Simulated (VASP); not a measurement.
# KTaO3 (P1) in VASP: settings compared

Aim: see how the results for KTaO3 move with the level of theory and the settings. Levels: PBEsol, PBE. Tasks: single point.

Program: VASP 6.6.1. These are calculated values, not measurements. Logs are shortened: lines on timing, memory, paths and dates and some standing lists are left out, and cuts for length are marked.

### Step 1. The cell of the first run

The typed cell holds 5 atoms: a = 3.988 Å, b = 3.988 Å, c = 3.988 Å, α = 90.00°, β = 90.00°, γ = 90.00°.

### Step 2. Single point, PBEsol (atoms moved at random)

INCAR reads:

```
SYSTEM = KTaO3
PREC     = Accurate       ! precision mode
ENCUT    = 520            ! plane-wave cutoff, eV
EDIFF    = 1E-7           ! SCF threshold, eV
ISMEAR   = -1             ! smearing method
SIGMA    = 0.05           ! smearing width, eV
LREAL    = .False.        ! projectors in reciprocal space
LASPH    = .True.         ! aspherical terms in the spheres
NELM     = 80             ! most SCF steps
ALGO     = Normal         ! electronic algorithm
ISIF     = 2              ! what is computed and relaxed
LWAVE    = .False.        ! write WAVECAR
LCHARG   = .True.         ! write CHGCAR
GGA      = PS             ! functional
LELF     = .True.         ! ELF
LVHAR    = .True.       
NBANDS   = 27             ! bands
```

KPOINTS reads:

```
Automatic mesh
0
Gamma
  7 7 7
  0 0 0
```

POSCAR reads:

```
KTaO3
1.0
    3.9883000000      0.0000000000      0.0000000000
    0.0000000000      3.9883000000      0.0000000000
    0.0000000000      0.0000000000      3.9883000000
Ta K O
1 1 3
Direct
   -0.0087940000      0.0063740000     -0.0131730000
    0.5086730000      0.4977750000      0.5225520000
   -0.0034950000      0.0010270000      0.4899110000
    0.0004730000      0.5042430000      0.0017690000
    0.4954080000      0.0073200000     -0.0041280000
```

Potentials or basis: VASP PAW PBE potentials, release 64 (Ta_pv, K_sv, O).

On the command line:

```
$ cat potpaw_PBE.64/Ta_pv/POTCAR potpaw_PBE.64/K_sv/POTCAR potpaw_PBE.64/O/POTCAR > POTCAR
$ mpirun -np 1 vasp_std > vasp.out
```

OUTCAR:

```text
SYSTEM = KTaO3
   PREC = Accurate
   ENCUT = 520
   EDIFF = 1E-7
   ISMEAR = -1
   LREAL = .False.
   LASPH = .True.
   NELM = 80
   ISIF = 2
   GGA = PS

 ion  position               nearest neighbor table
   1  0.991  0.006  0.987-   5 1.98   3 1.98   4 1.99   4 2.00   3 2.01   5 2.01   2 3.31   2 3.35
                             2 3.40   2 3.44   2 3.48   2 3.52   2 3.56   2 3.60
   2  0.509  0.498  0.523-   5 2.72   4 2.74   5 2.77   3 2.78   4 2.79   3 2.80   3 2.85   4 2.86
                             3 2.87   5 2.87   1 3.31   1 3.35   1 3.40   1 3.44   1 3.48   1 3.52
   3  0.997  0.001  0.490-   1 1.98   1 2.01   2 2.78   2 2.80   2 2.85   2 2.87
   4  0.000  0.504  0.002-   1 1.99   1 2.00   2 2.74   2 2.79   2 2.86
   5  0.495  0.007  0.996-   1 1.98   1 2.01   2 2.72   2 2.77   2 2.87

  LATTYP: Found a simple cubic cell.
 ALAT       =     3.9883000000

  Lattice vectors:

 A1 = (   3.9883000000,   0.0000000000,   0.0000000000)
 A2 = (   0.0000000000,   3.9883000000,   0.0000000000)
 A3 = (   0.0000000000,   0.0000000000,   3.9883000000)

Analysis of symmetry for initial positions (statically):
=====================================================================
 Subroutine PRICEL returns:
 Original cell was already a primitive cell.

 Routine SETGRP: Setting up the symmetry group for a
 simple cubic supercell.

 Subroutine GETGRP returns: Found  1 space group operations
 (whereof  1 operations were pure point group operations)
 out of a pool of 48 trial point group operations.

The static configuration has the point symmetry C_1 .

Analysis of symmetry for dynamics (positions and initial velocities):
=====================================================================
 Subroutine PRICEL returns:
 Original cell was already a primitive cell.

 Routine SETGRP: Setting up the symmetry group for a
 simple cubic supercell.

 Subroutine GETGRP returns: Found  1 space group operations
 (whereof  1 operations were pure point group operations)
 out of a pool of 48 trial point group operations.

The dynamic configuration has the point symmetry C_1 .

 Subroutine INISYM returns: Found  1 space group operations
 (whereof  1 operations are pure point group operations),
 and found     1 'primitive' translations

----------------------------------------------------------------------------------------

                                     Primitive cell

  volume of cell :      63.4400

  direct lattice vectors                    reciprocal lattice vectors
     3.988300000  0.000000000  0.000000000     0.250733395  0.000000000  0.000000000
     0.000000000  3.988300000  0.000000000     0.000000000  0.250733395  0.000000000
     0.000000000  0.000000000  3.988300000     0.000000000  0.000000000  0.250733395

  length of vectors
     3.988300000  3.988300000  3.988300000     0.250733395  0.250733395  0.250733395

  position of ions in fractional coordinates (direct lattice)
     0.991206000  0.006374000  0.986827000
     0.508673000  0.497775000  0.522552000
     0.996505000  0.001027000  0.489911000
     0.000473000  0.504243000  0.001769000
     0.495408000  0.007320000  0.995872000

  ion indices of the primitive-cell ions
   primitive index   ion index
                 1           1
                 2           2
                 3           3
                 4           4
                 5           5

----------------------------------------------------------------------------------------

 KPOINTS: Automatic mesh

Automatic generation of k-mesh.
 Grid dimensions read from file:
 generate k-points for:    7    7    7

 Generating k-lattice:

  Cartesian coordinates                     Fractional coordinates (reciprocal lattice)
     0.035819056  0.000000000  0.000000000     0.142857143  0.000000000  0.000000000
     0.000000000  0.035819056  0.000000000     0.000000000  0.142857143  0.000000000
     0.000000000  0.000000000  0.035819056     0.000000000  0.000000000  0.142857143

  Length of vectors
     0.035819056  0.035819056  0.035819056

  Shift w.r.t. Gamma in fractional coordinates (k-lattice)
     0.000000000  0.000000000  0.000000000

 Subroutine IBZKPT returns following result:
 ===========================================

 Found    172 irreducible k-points:

 Following reciprocal coordinates:
            Coordinates               Weight
  0.000000  0.000000  0.000000      1.000000
  0.142857  0.000000  0.000000      2.000000
  0.000000  0.142857  0.000000      2.000000
  0.000000  0.000000  0.142857      2.000000
  0.285714  0.000000  0.000000      2.000000
  0.000000  0.285714  0.000000      2.000000
[... 16 lines left out ...]
  0.000000 -0.285714  0.142857      2.000000
 -0.142857  0.000000  0.285714      2.000000
 [... further k-points ...]
   k-points           NKPTS =    172   k-points in BZ     NKDIM =    172   number of bands    NBANDS=     27
   number of dos      NEDOS =    301   number of ions     NIONS =      5
   total plane-waves  NPLWV =  27000
   dimension x,y,z NGX =    30 NGY =   30 NGZ =   30
   dimension x,y,z NGXF=    60 NGYF=   60 NGZF=   60
   ions per type =               1   1   3
   NGX,Y,Z   is equivalent  to a cutoff of  12.51, 12.51, 12.51 a.u.
   NGXF,Y,Z  is equivalent  to a cutoff of  25.01, 25.01, 25.01 a.u.
 SYSTEM =  KTaO3
   PREC   = accura    normal or accurate (medium, high low for compatibility)
   ISTART =      0    job   : 0-new  1-cont  2-samecut
   ICHARG =      2    charge: 1-file 2-atom 10-const
   ISPIN  =      1    spin polarized calculation?
   LNONCOLLINEAR =      F non collinear calculations
   LSORBIT =      F    spin-orbit coupling
   LASPH  =      T    aspherical Exc in radial PAW
   ENCUT  =  520.0 eV  38.22 Ry    6.18 a.u.   7.42  7.42  7.42*2*pi/ulx,y,z
   NELM   =     80;   NELMIN=  2; NELMDL= -5     # of ELM steps
   EDIFF  = 0.1E-06   stopping-criterion for ELM
   LREAL  =      F    real-space projection
   EDIFFG = 0.1E-05   stopping-criterion for IOM
   NSW    =      0    number of steps for IOM
   IBRION =     -1    ionic relax: 0-MD 1-quasi-New 2-CG
   NFREE  =      0    steps in history (QN), initial steepest desc. (CG)
   ISIF   =      2    stress and relaxation
   ISYM   =      2    0-nonsym 1-usesym 2-fastsym
   POTIM  = 0.5000    time-step for ionic-motion
   TEBEG  =    0.0;   TEEND  =   0.0 temperature during run
   PSTRESS=    0.0 pullay stress
   NELECT =      38.0000    total number of electrons
   NUPDOWN=      -1.0000    fix difference up-down
   EMIN   =  10.00;   EMAX   =-10.00  energy-range for DOS
   EFERMI =   0.00;   METHOD = LEGACY
   ISMEAR =    -1;   SIGMA  =   0.05  broadening in eV -4-tet -1-fermi 0-gaus
   EFERMI_NEDOS =   21; number of points for ismear=-14 and -15
   IALGO  =     38    algorithm
   IMIX   =      4    mixing-type and parameters
     AMIX     =   0.40;   BMIX     =  1.00
     AMIX_MAG =   1.60;   BMIX_MAG =  1.00
  volume/ion in A,a.u.               =      12.69        85.62
  Fermi-wavevector in a.u.,A,eV,Ry     =   1.380008  2.607837 25.911228  1.904422
  Thomas-Fermi vector in A             =   2.504925
   LORBIT       =      0    0 simple, 1 ext, 2 COOP (PROOUT), +10 PAW based schemes
   GGA     = PS    functional components
   LHFCALC =     F    Hartree Fock is set to
   AEXX    =    0.0000 exact exchange contribution
   IVDW    =     0    specifies the selected vdW correction
   LEPSILON=     F    determine dielectric tensor
   LRPA    =     F    only Hartree local field effects (RPA)
 non-spin polarized calculation
  energy-cutoff  :      520.00
  volume of cell :       63.44
 maximum number of plane-waves:      1743
 NGX is ok and might be reduce to    30
   NGX = 15   NGY = 15   NGZ = 15

 number of electron      38.0000001 magnetization

 Free energy of the ion-electron system (eV)
  ---------------------------------------------------
  ext. energy  EPLUGINS =         0.00000000
  ---------------------------------------------------
  free energy    TOTEN  =       -42.87033669 eV

  energy without entropy =      -42.87033669  energy(sigma->0) =      -42.87033669

 E-fermi :   2.7382     XC(G=0): -11.1363

 val. band max:        1.6020296116   @ k =   0.4286  -0.4286   0.4286
 cond. band min:       3.7493678627   @ k =   0.0000   0.0000   0.0000
 fundamental gap:      2.1473382511
 Fermi energy:         2.7381996851

 k-point     1 :       0.0000    0.0000    0.0000
  band No.  band energies     occupation
      1     -32.4053      2.00000
      2     -32.4039      2.00000
      3     -32.4026      2.00000
      4     -25.4594      2.00000
      5     -15.8243      2.00000
      6     -15.0999      2.00000
[... 19 lines left out ...]
     26       9.5803      0.00000
     27       9.5986      0.00000

 k-point     2 :       0.1429    0.0000    0.0000
  band No.  band energies     occupation
      1     -32.4225      2.00000
      2     -32.4032      2.00000
      3     -32.4020      2.00000
      4     -25.4537      2.00000
      5     -15.7672      2.00000
      6     -15.0867      2.00000
[... 19 lines left out ...]
     26       9.8525      0.00000
     27       9.8965      0.00000

 k-point     3 :       0.0000    0.1429    0.0000
  band No.  band energies     occupation
      1     -32.4212      2.00000
      2     -32.4046      2.00000
      3     -32.4019      2.00000
      4     -25.4537      2.00000
      5     -15.7690      2.00000
      6     -15.0943      2.00000
[... 19 lines left out ...]
     26       9.8386      0.00000
     27       9.9055      0.00000

 k-point     4 :       0.0000    0.0000    0.1429
  band No.  band energies     occupation
      1     -32.4201      2.00000
      2     -32.4044      2.00000
      3     -32.4032      2.00000
      4     -25.4538      2.00000
      5     -15.7682      2.00000
      6     -15.0911      2.00000
[... 19 lines left out ...]
     26       9.8478      0.00000
     27       9.9080      0.00000
[... 516 lines left out ...]
      4     -25.4373      2.00000
      5     -15.6181      2.00000
      6     -14.9912      2.00000
[... 19 lines left out ...]
     26      10.6776      0.00000
     27      11.3120      0.00000

 k-point    23 :       0.0000   -0.2857    0.1429
  band No.  band energies     occupation
      1     -32.4590      2.00000
      2     -32.4178      2.00000
      3     -32.4023      2.00000
      4     -25.4371      2.00000
      5     -15.6201      2.00000
      6     -14.9927      2.00000
[... 19 lines left out ...]
     26      10.6713      0.00000
     27      11.2835      0.00000

 k-point    24 :      -0.1429    0.0000    0.2857
  band No.  band energies     occupation
      1     -32.4579      2.00000
      2     -32.4202      2.00000
      3     -32.4010      2.00000
      4     -25.4373      2.00000
      5     -15.6153      2.00000
      6     -14.9928      2.00000
[... 19 lines left out ...]
     26      10.6789      0.00000
     27      11.3097      0.00000

 [... further k-points ...]

------------------------ aborting loop because EDIFF is reached ----------------------------------------

  FORCE on cell =-STRESS in cart. coord.  units (eV):
  Direction    XX          YY          ZZ          XY          YZ          ZX
  --------------------------------------------------------------------------------------
  -------------------------------------------------------------------------------------
  Total        0.2214549      0.1784853      0.1466699     -0.0222734     -0.0729438      0.0896804
  in kB        5.5928397      4.5076433      3.7041460     -0.5625153     -1.8421938      2.2648760
  external PRESSURE =       4.6015430 kB  Pullay stress =       0.0000000 kB

 VOLUME and BASIS-vectors are now :
 -----------------------------------------------------------------------------
  energy-cutoff  :      520.00
  volume of cell :       63.44
      direct lattice vectors                 reciprocal lattice vectors
     3.988300000  0.000000000  0.000000000     0.250733395  0.000000000  0.000000000
     0.000000000  3.988300000  0.000000000     0.000000000  0.250733395  0.000000000
     0.000000000  0.000000000  3.988300000     0.000000000  0.000000000  0.250733395

 POSITION                                       TOTAL-FORCE (eV/Angst)
 -----------------------------------------------------------------------------------
      3.95323      0.02542      3.93576         0.163343     -0.083643      0.312503
      2.02874      1.98528      2.08409        -0.239182      0.126233     -0.508709
      3.97436      0.00410      1.95391        -0.006784      0.036463      0.449741
      0.00189      2.01107      0.00706        -0.065716     -0.013873     -0.173746
      1.97584      0.02919      3.97184         0.148339     -0.065180     -0.079790
 -----------------------------------------------------------------------------------
    total drift:                               -0.000751      0.000827      0.000175

  FREE ENERGIE OF THE ION-ELECTRON SYSTEM (eV)
  ---------------------------------------------------
  free  energy   TOTEN  =       -42.8703366863 eV

  energy  without entropy=      -42.8703366862  energy(sigma->0) =      -42.87033669
```

Wall time 6.6 min (1 thread of AMD EPYC 7R13, shared host); peak memory 0.35 GiB.

What came out:

```
Free energy            : -42.8703 eV
Pressure               : 0.5 GPa
Largest force          : 0.576 eV/Å
Band gap on the k mesh : 2.15 eV, indirect (least direct gap 2.72 eV)
```

Forces on the atoms (eV/Å):
```
Ta   0.163 -0.084  0.313
K   -0.239  0.126 -0.509
O   -0.007  0.036  0.450
O   -0.066 -0.014 -0.174
O    0.148 -0.065 -0.080
```

Stress tensor (GPa, compression positive):
```
 0.56 -0.06  0.23
-0.06  0.45 -0.18
 0.23 -0.18  0.37
```

Levels at points of the mesh, in eV from the valence-band top:
| k point | band 17 | band 18 | band 19 | band 20 | band 21 | band 22 |
| --- | --- | --- | --- | --- | --- | --- |
| (0.00, 0.00, 0.00) | -0.60 | -0.58 | -0.57 | 2.15 | 2.18 | 2.21 |

Caveat: the cell differs from its parent crystal (atoms moved at random); the PAW data sets were made with another functional, which shifts forces and pressure a little; spin-orbit coupling is left out, which moves the levels of the heavy elements. A k mesh can miss the band edges.

### Step 3. Single point, PBE (atoms moved at random)

INCAR reads:

```
SYSTEM = KTaO3
  PREC = Accurate
  ENCUT = 520
  EDIFF = 1E-6
  ISMEAR = -1
  SIGMA = 0.05
  LREAL = .FALSE.
  LASPH = .TRUE.
  NELM = 60
  ALGO = Normal
  ISIF = 2
  LWAVE = .FALSE.
  LCHARG = .FALSE.
  GGA = PE
  NBANDS = 27
```

KPOINTS reads:

```
regular mesh
0
G
  7 7 7
  0 0 0
```

POSCAR is that of step 2.

Potentials or basis: VASP PAW PBE potentials, release 64 (Ta_pv, K_sv, O).

On the command line:

```
$ cat potpaw_PBE.64/Ta_pv/POTCAR potpaw_PBE.64/K_sv/POTCAR potpaw_PBE.64/O/POTCAR > POTCAR
$ mpirun -np 1 vasp_std > vasp.out
```

It took 3.7 min on 1 thread of Intel Xeon Platinum 8259CL at 2.50GHz (Skylake/Cascade Lake), shared host; peak memory 0.38 GiB.

It converged, with:

* Free energy: -40.9767 eV
* Pressure: 6.3 GPa
* Largest force: 0.620 eV/Å
* Band gap on the k mesh: 2.24 eV, indirect (least direct gap 2.81 eV)

Forces in eV/Å, atoms in the order of the input:
```
Ta   0.171 -0.089  0.318
K   -0.257  0.137 -0.547
O    0.003  0.032  0.446
O   -0.057 -0.008 -0.156
O    0.140 -0.071 -0.061
```

Stress tensor (GPa, compression positive):
```
 6.37 -0.06  0.23
-0.06  6.27 -0.19
 0.23 -0.19  6.17
```

Levels at points of the mesh, in eV from the valence-band top:
```
           k point  band 17  band 18  band 19  band 20  band 21  band 22
(0.00, 0.00, 0.00)    -0.60    -0.58    -0.57     2.24     2.27     2.29
```

Caveat: the cell differs from its parent crystal (atoms moved at random); spin-orbit coupling is left out, which moves the levels of the heavy elements. A k mesh can miss the band edges.

### Step 4. Single point, PBE (atoms moved at random)

INCAR reads:

```
PREC = Accurate
ENCUT = 520
EDIFF = 1E-6
ISMEAR = -1
SIGMA = 0.05
LREAL = False
LASPH = True
NELM = 100
ALGO = Normal
ISIF = 2
LWAVE = False
LCHARG = False
GGA = PE
NBANDS = 27
```

KPOINTS reads:

```
regular mesh
0
Gamma
  7 7 7
```

POSCAR is that of step 3.

On the command line:

```
$ cat potpaw_PBE.64/Ta_pv/POTCAR potpaw_PBE.64/K_sv/POTCAR potpaw_PBE.64/O/POTCAR > POTCAR
$ mpirun -np 1 vasp_std > vasp.out
```

It took 4 min on 1 thread of Intel Xeon Platinum 8488C (Sapphire Rapids), shared host; peak memory 0.38 GiB.

Results (log left out):

* Free energy: -40.9767 eV
* Pressure: 6.3 GPa
* Largest force: 0.620 eV/Å
* Band gap on the k mesh: 2.24 eV, indirect (least direct gap 2.81 eV)

Forces in eV/Å, atoms in the order of the input:
```
Ta   0.171 -0.089  0.318
K   -0.257  0.137 -0.547
O    0.003  0.032  0.446
O   -0.057 -0.008 -0.156
O    0.140 -0.071 -0.061
```

Stress tensor (GPa, compression positive):
```
 6.37 -0.06  0.23
-0.06  6.27 -0.19
 0.23 -0.19  6.17
```

Levels at points of the mesh, in eV from the valence-band top:
```tsv
k point	band 15	band 16	band 17	band 18	band 19	band 20	band 21	band 22	band 23	band 24
(0.00, 0.00, 0.00)	-1.02	-1.00	-0.60	-0.58	-0.57	2.24	2.27	2.29	6.68	6.83
```

Caveat: the cell differs from its parent crystal (atoms moved at random); spin-orbit coupling is left out, which moves the levels of the heavy elements. A k mesh can miss the band edges.
